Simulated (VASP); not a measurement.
Write the native input for VASP 6.6.1 that does the following.

| Property | Result |
| --- | --- |
| Task | single point |
| Functional | PBE |
| Dispersion | D3(BJ) |
| Potentials or basis | VASP PAW PBE potentials, release 64 (Mg, O) |
| Cutoff | 600 eV |
| k mesh | 8 × 8 × 8 |
| Occupations | gaussian, width 0.1 eV |
| Spin | no spin polarisation |
| Dipole correction | no |
| Further INCAR settings | ALGO = Normal; EDIFF = 1e-06; NBANDS = 11 |

The structure of MgO lies in POSCAR:

```
MgO
1.0
    0.0000000000      2.0970013100      2.0970013100
    2.0970013100      0.0000000000      2.0970013100
    2.0970013100      2.0970013100      0.0000000000
Mg O
1 1
Direct
    0.0000000000      0.0000000000      0.0000000000
    0.5000000000      0.5000000000      0.5000000000
```

The input as run:

INCAR

```
ALGO = Normal ; EDIFF = 1E-6
ENCUT = 600 ; GGA = PE
GGA_COMPAT = False ; ISIF = 2
ISMEAR = 0 ; IVDW = 12
LASPH = True ; LCHARG = False
LREAL = False ; LWAVE = False
NBANDS = 11 ; NELM = 120
PREC = Accurate ; SIGMA = 0.1
```

KPOINTS

```
k-points
0
Gamma
  8 8 8
```

Potentials or basis: VASP PAW PBE potentials, release 64 (Mg, O).

Launch:

```bash
$ cat potpaw_PBE.64/Mg/POTCAR potpaw_PBE.64/O/POTCAR > POTCAR
$ mpirun -np 1 vasp_std > vasp.out
```

It gave:

| Quantity | Value |
| --- | --- |
| Pressure | 0.6 GPa |
| Band gap on the k mesh | 4.85 eV, direct |
| Dispersion energy per atom | -0.297 eV |

Wall time 5.6 s on 1 thread of Intel(R) Xeon(R) Platinum 8259CL CPU @ 2.50GHz (Skylake/Cascade Lake) (shared host), peak memory 0.15 GiB.
